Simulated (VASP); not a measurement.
# TaRu: single point with LDA

The system is TaRu.

```
Ta Ru
1.0
     3.04279    0.00000    0.00000
     0.00000    3.04279    0.00000
     0.00000    0.00000    3.37767
Ta Ru
1 1
Direct
  0.50000 0.50000 0.50000
  0.00000 0.00000 0.00000
```

This cell differs from its parent crystal: volume scaled by 0.99.

- Program: VASP 6.6.1
- Task: single point
- Functional: LDA
- Potentials or basis: VASP PAW LDA potentials, release 64 (Ta_pv, Ru_pv)
- Cutoff: 520 eV
- k mesh: 11 × 11 × 10
- Occupations: fermi-dirac, width 0.05 eV
- Spin: no spin polarisation
- Dipole correction: no
- Further INCAR settings: ALGO = Normal; EDIFF = 1e-07; NBANDS = 20

The pressure is -7.0 GPa.

Stress tensor (GPa, compression positive):
```
-7.36  0.00  0.00
 0.00 -7.36  0.00
 0.00  0.00 -6.38
```

Levels at points of the mesh, in eV from the Fermi level:
| k point | band 10 | band 11 | band 12 | band 13 | band 14 | band 15 |
| --- | --- | --- | --- | --- | --- | --- |
| (0.00, 0.00, 0.00) | -2.39 | -2.39 | -1.51 | 0.43 | 1.79 | 4.35 |
| (0.00, 0.00, 0.50) | -2.57 | -1.81 | -1.81 | -0.81 | 0.08 | 0.78 |

It took 22 s on 1 thread of Intel(R) Xeon(R) 6975P-C (Granite Rapids), with other jobs on the host, peak memory 0.18 GiB.

Caveat: spin-orbit coupling is left out, which moves the levels of the heavy elements.
